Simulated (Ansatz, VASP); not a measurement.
# Two plane-wave programs on ZnO

```
Zn O
1.0
     3.41653    0.00000    0.00000
    -1.70827    2.95880    0.00000
     0.00000    0.00000    4.47757
Zn O
2 2
Direct
  0.33333 0.66667 0.25000
  0.66667 0.33333 0.75000
  0.66667 0.33333 0.25000
  0.33333 0.66667 0.75000
```

Alike in both runs: task single point; functional PBE; k mesh 6 × 6 × 4; occupations fermi-dirac, width 0.001 eV; no spin polarisation.

|  | VASP | Ansatz |
| --- | --- | --- |
| version | VASP 6.6.1 | Ansatz 0.2.0 |
| potentials or method | VASP PAW PBE potentials, release 64 (Zn, O) | plane waves |
| plane-wave cutoff (eV) | 600 | 420 |
| valence electrons in the cell | 36 | 36 |

|  | VASP | Ansatz | Ansatz less VASP |
| --- | --- | --- | --- |
| gap on the k mesh at the Fermi level (eV) | 1.00 | 1.02 | +0.020 |
| pressure (GPa) | 7.4 | 6.5 | -0.93 |
| traceless stress, the component that is largest in VASP (GPa) | -0.48 | -0.01 | +0.472 |
